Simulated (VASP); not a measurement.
**MgO (Periclase): single point with PBE**

Crystal: MgO (Periclase).

```
CELL_PARAMETERS angstrom
0.00000 2.10217 2.10217
2.10217 0.00000 2.10217
2.10217 2.10217 0.00000
ATOMIC_POSITIONS crystal
Mg 0.00000 0.00000 0.00000
O 0.50000 0.50000 0.50000
```

```yaml
Program: VASP 6.6.1
Task: single point
Functional: PBE
Potentials_or_basis: VASP PAW PBE potentials, release 64 (Mg, O)
Cutoff: 600 eV
k_mesh: 10 × 10 × 10
Occupations: gaussian, width 0.01 eV
Spin: no spin polarisation
```

* Pressure: 4.6 GPa
* Band gap on the k mesh: 4.78 eV, direct

Levels at points of the mesh, in eV from the valence-band top:
```tsv
k point	band 2	band 3	band 4	band 5	band 6	band 7
(0.00, 0.00, 0.00)	0.00	0.00	0.00	4.78	15.83	15.83
(0.50, 0.00, 0.00)	-4.64	-0.66	-0.66	7.93	12.67	16.37
(0.50, 0.50, 0.00)	-4.11	-1.36	-1.36	9.13	10.03	13.16
```

Wall time 7.2 s on 1 thread of Intel(R) Xeon(R) Platinum 8488C (Sapphire Rapids), with other jobs on the host, peak memory 0.14 GiB.

A hybrid or GW would open this gap; PBE tends to underestimate it.
